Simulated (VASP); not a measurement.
## HgTe: elastic constants with PBE

Crystal: HgTe.

```
Hg Te
1.0
     0.00000    3.33050    3.33050
     3.33050    0.00000    3.33050
     3.33050    3.33050    0.00000
Hg Te
1 1
Direct
  0.00000 0.00000 0.00000
  0.25000 0.25000 0.25000
```

```
Program                   : VASP 6.6.1
Task                      : elastic constants
Functional                : PBE
Potentials or basis       : VASP PAW PBE potentials, release 64 (Hg, Te)
Cutoff                    : 600 eV
k mesh                    : 8 × 8 × 8
Occupations               : fermi-dirac, width 0.15 eV
Spin                      : no spin polarisation
Dipole correction         : no
Ions in elastic constants : relaxed
Further INCAR settings    : ALGO = Normal; EDIFF = 1e-08; IBRION = 6; POTIM = 0.015; NSW = 1; ISIF = 3
```

- Elastic constants C11, C12, C44: 44, 29, 19 GPa
- Voigt bulk modulus: 34 GPa
- Highest phonon frequency at Γ, LO-TO splitting left out: 96 cm⁻¹

Phonon frequencies in cm⁻¹ (negative: imaginary):
```tsv
q point	frequencies
(0.000, 0.000, 0.000)	0 0 0 96 96 96
```

Elastic tensor in Voigt notation (GPa, in the Cartesian axes of the cell as first typed):
```
44 29 29  0  0  0
29 44 29  0  0  0
29 29 44  0  0  0
 0  0  0 19  0  0
 0  0  0  0 19  0
 0  0  0  0  0 19
```

Clamped-ion elastic tensor (GPa):
```
44 29 29  0  0  0
29 44 29  0  0  0
29 29 44  0  0  0
 0  0  0 29  0  0
 0  0  0  0 29  0
 0  0  0  0  0 29
```

Wall time 13 min on 1 thread of Intel(R) Xeon(R) 6975P-C (Granite Rapids), on a shared host, peak memory 0.46 GiB.
